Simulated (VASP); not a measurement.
Runs of VASP 6.6.1 on Ge. The structure is that of space group Fd-3m (No. 227), or close to it. The cells are those of the table. 

```tsv
task	cell	k mesh	cutoff (eV)	gap on the mesh (eV)	pressure (GPa)
single point	a = 4.074 Å, angles 60.0°, 2 atoms	12 × 12 × 12	520	none	-0.1
relaxation of cell and atoms	relaxed from a = 4.266 Å, angles 60.0°, 2 atoms	12 × 12 × 12	600	none	0.0
relaxation of cell and atoms	relaxed from a = 4.074 Å, angles 60.0°, 2 atoms	12 × 12 × 12	600	none	0.0
single point	a = 4.266 Å, angles 60.0°, 2 atoms	6 × 6 × 6	500	none	(a)
```

Alike in all rows: level PBE; potentials or basis VASP PAW PBE potentials, release 64 (Ge_d); no spin polarisation; smearing gaussian 0.1 eV.

Q: Estimate the missing entries.

A: (a) -5.8.

Caveats: semilocal functionals underestimate gaps, so a narrow gap can read as zero; the relaxation stopped at its first step, so nothing moved (at least some runs); the cell stands under tension (at least some runs).

A k mesh can miss the band edges, and the runs leave out spin-orbit coupling on Ge.

A gap of «none» marks levels without a gap at the run's occupations.
